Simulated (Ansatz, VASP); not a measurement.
# One calculation of AlN, two programs

Contents of POSCAR:

```
AlN
1.0
    3.1066653383      0.0000000000      0.0000000000
   -1.5533326691      2.6904511040      0.0000000000
    0.0000000000      0.0000000000      4.9784048429
Al N
2 2
Direct
    0.3333333333      0.6666666667     -0.0435022971
    0.6666666667      0.3333333333      0.5016929024
    0.3333333333      0.6666666667      0.3833070976
    0.6666666667      0.3333333333      0.8833070976
```

INCAR.step1

```
PREC = Accurate
ENCUT = 520
ISMEAR = 0
SIGMA = 0.05
LREAL = F
LASPH = T
NELM = 60
NBANDS = 16
GGA = PE
ALGO = Normal
EDIFF = 1E-4
LWAVE = T
LCHARG = F
```

The input INCAR.step2:

```
PREC = Accurate
ENCUT = 520
EDIFF = 1E-6
ISMEAR = 0
SIGMA = 0.05
LREAL = F
LASPH = T
NELM = 60
ALGO = Normal
ISIF = 2
LWAVE = F
LCHARG = F
METAGGA = R2SCAN
LMIXTAU = T
NBANDS = 16
ISTART = 1
```

The input KPOINTS:

```
regular mesh
0
Gamma
  12 12 6
```

Input for Ansatz:

```yaml
crystal:
  lattice:
    - [3.1066653383, 0.0, 0.0]
    - [-1.5533326691, 2.690451104, 0.0]
    - [0.0, 0.0, 4.9784048429]
  atoms:
    - { symbol: Al, position: [0.3333333333, 0.6666666667, -0.0435022971] }
    - { symbol: Al, position: [0.6666666667, 0.3333333333, 0.5016929024] }
    - { symbol: "N", position: [0.3333333333, 0.6666666667, 0.3833070976] }
    - { symbol: "N", position: [0.6666666667, 0.3333333333, 0.8833070976] }
basis:
  ecutwfc: 500
kpoints:
  mp_grid: { grid: [12, 12, 6] }
hamiltonian:
  xc: r2scan
scf:
  occupations: { method: gaussian, width: 0.05 }
output:
  forces: true
  stress: true
  eigenvalues: true
```

Alike in both runs: task single point; functional r2SCAN; k mesh 12 × 12 × 6; occupations gaussian, width 0.05 eV; no spin polarisation.

|  | VASP | Ansatz |
| --- | --- | --- |
| version | VASP 6.6.1 | Ansatz 0.2.0 |
| potentials or method | VASP PAW PBE potentials, release 64 (Al, N), cutoff 520 eV | scalar-relativistic, plane waves, PAW |
| valence electrons in the cell | 16 | 16 |

Ansatz gave:

```
gap on the k mesh at the Fermi level (eV)                     : 4.30
least direct gap on the mesh (eV)                             : 4.30
pressure (GPa)                                                : 2.2
traceless stress, the component that is largest in VASP (GPa) : -7.91
rms of the force components (eV/Å)                            : 1.106
```

Question: What did VASP give for the same quantities?

Answer: gap on the k mesh at the Fermi level (eV): 4.34; least direct gap on the mesh (eV): 4.34; pressure (GPa): 1.8; traceless stress, the component that is largest in VASP (GPa): -8.02; rms of the force components (eV/Å): 1.110.

VASP's potentials were made for PBE, not for r2SCAN. Atom by atom the forces differ by 0.007 eV/Å (rms over components). With one functional, cell and mesh, what is left measures potentials, basis and numerics.
